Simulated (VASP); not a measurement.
Runs of VASP 6.6.1 on KTaO3. The structure is that of space group Pm-3m (No. 221), or close to it. The cells are those of the table. 

```csv
cell,gap on the mesh (eV),pressure (GPa)
"a = 3.889, b = 3.889, c = 3.789 Å, 5 atoms",2.79,(a)
"a = 3.988, b = 3.988, c = 3.789 Å, 5 atoms",2.62,14.8
"a = 3.889, b = 3.889, c = 4.088 Å, 5 atoms",2.60,8.2
"a = 4.088 Å, 5 atoms",2.40,-12.3
"a = 4.188 Å, 5 atoms",2.20,-21.5
"a = 3.789, b = 3.789, c = 3.889 Å, 5 atoms",2.87,38.1
"a = 3.889, b = 3.889, c = 3.988 Å, 5 atoms",2.69,13.7
"a = 3.889 Å, 5 atoms",2.78,(b)
"a = 3.789 Å, 5 atoms",2.95,47.7
"a = 3.789, b = 3.789, c = 3.988 Å, 5 atoms",2.78,30.2
```

Alike in all rows: task single point; level r2SCAN; potentials or basis VASP PAW PBE potentials, release 64 (K_sv, Ta_pv, O); no spin polarisation; k mesh 6 × 6 × 6; cutoff (eV) 520; smearing gaussian 0.05 eV.

Question: Estimate the missing entries.

Answer: (a) 29.0; (b) 20.6.

Caveats: the PAW data sets were made with another functional, which shifts forces and pressure a little; spin-orbit coupling is left out, which moves the levels of the heavy elements; the cell stands under tension (at least some runs); the cell stands under pressure (at least some runs); the stress differs along the axes, from 24 to 39 GPa (at least some runs); the stress differs along the axes, from 6 to 32 GPa (at least some runs); the stress differs along the axes, from -5 to 15 GPa (at least some runs).

A k mesh can miss the band edges, and the runs leave out spin-orbit coupling on Ta.
